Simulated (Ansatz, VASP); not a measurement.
**One calculation of SiO2, two programs**

```
Si O
1.0
     4.18010    0.00000    0.00000
     0.00000    4.18010    0.00000
     0.00000    0.00000    2.85290
Si O
2 4
Direct
  0.50000 0.50000 0.50000
  0.00000 0.00000 0.00000
  0.69443 0.69443 0.00000
  0.19443 0.80557 0.50000
  0.30557 0.30557 0.00000
  0.80557 0.19443 0.50000
```

Alike in both runs: task single point; functional LDA; k mesh 6 × 6 × 8; occupations gaussian, width 0.05 eV; no spin polarisation.

|  | VASP | Ansatz |
| --- | --- | --- |
| version | VASP 6.6.1 | Ansatz 0.2.0 |
| potentials or method | VASP PAW LDA potentials, release 64 (Si, O), cutoff 520 eV | scalar-relativistic, plane waves, PAW |
| valence electrons in the cell | 32 | 32 |

|  | VASP | Ansatz | Ansatz less VASP |
| --- | --- | --- | --- |
| gap on the k mesh at the Fermi level (eV) | 4.16 | 4.16 | 0.000 |
| least direct gap on the mesh (eV) | 4.16 | 4.16 | 0.000 |
| pressure (GPa) | -23.9 | -24.8 | -0.84 |
| traceless stress, the component that is largest in VASP (GPa) | -18.17 | -18.47 | -0.298 |
| rms of the force components (eV/Å) | 0.021 | 0.017 | -0.0035 |

Ansatz warns that its potentials were made for another functional, while VASP's fit it. LDA's correlation is that of Perdew and Zunger in VASP and of Perdew and Wang (1992) in Ansatz. Atom by atom the forces differ by 0.004 eV/Å (rms over components).
